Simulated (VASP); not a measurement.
Write the native input for VASP 6.6.1 that does the following.

* Task: single point
* Functional: r2SCAN
* Potentials or basis: VASP PAW PBE potentials, release 64 (Sn_d, O)
* Cutoff: 520 eV
* k mesh: 12 × 12 × 2
* Occupations: gaussian, width 0.05 eV
* Spin: no spin polarisation
* Dipole correction: no
* Further INCAR settings: ALGO = Normal; EDIFF = 1e-06; NBANDS = 35

Crystal: SnO2.

```
CELL_PARAMETERS angstrom
3.18862 0.00000 0.00000
-1.59431 2.76143 0.00000
0.00000 0.00000 11.10942
ATOMIC_POSITIONS crystal
Sn 0.00000 0.00000 0.50000
Sn 0.00000 0.00000 0.00000
O 0.66667 0.33333 0.41077
O 0.66667 0.33333 0.08923
O 0.33333 0.66667 0.58923
O 0.33333 0.66667 0.91077
```

The input as run:

POSCAR

```
SnO2
1.0
    3.1886189635      0.0000000000      0.0000000000
   -1.5943094818      2.7614250254      0.0000000000
    0.0000000000      0.0000000000     11.1094154830
Sn O
2 4
Direct
    0.0000000000      0.0000000000      0.5000000000
    0.0000000000      0.0000000000      0.0000000000
    0.6666666667      0.3333333333      0.4107672637
    0.6666666667      0.3333333333      0.0892327363
    0.3333333333      0.6666666667      0.5892327363
    0.3333333333      0.6666666667      0.9107672637
```

INCAR.step1

```
PREC = Accurate
ENCUT = 520
ISMEAR = 0
SIGMA = 0.05
LREAL = False
LASPH = True
NELM = 100
NBANDS = 35
GGA = PE
ALGO = Normal
EDIFF = 1E-4
LWAVE = True
LCHARG = False
```

INCAR.step2

```
PREC = Accurate
ENCUT = 520
EDIFF = 1E-6
ISMEAR = 0
SIGMA = 0.05
LREAL = False
LASPH = True
NELM = 100
ALGO = Normal
ISIF = 2
LWAVE = False
LCHARG = False
METAGGA = R2SCAN
LMIXTAU = True
NBANDS = 35
ISTART = 1
```

KPOINTS

```
Automatic mesh
0
Gamma
  12 12 2
```

Potentials or basis: VASP PAW PBE potentials, release 64 (Sn_d, O).

Command:

```console
$ cat potpaw_PBE.64/Sn_d/POTCAR potpaw_PBE.64/O/POTCAR > POTCAR
$ cp INCAR.step1 INCAR
$ mpirun -np 1 vasp_std > vasp.out
$ cp INCAR.step2 INCAR
$ mpirun -np 1 vasp_std > vasp.out
```

Results of the run:

The pressure is 0.9 GPa, the largest force is 0.088 eV/Å and the band gap on the k mesh is 3.02 eV (least direct gap 3.54 eV).

Caveat: the PAW data sets were made with another functional, which shifts forces and pressure a little; spin-orbit coupling is left out, which moves the levels of the heavy elements.

It took 3.9 min on 1 thread of Intel(R) Xeon(R) 6975P-C (Granite Rapids) (shared host), peak memory 0.28 GiB.
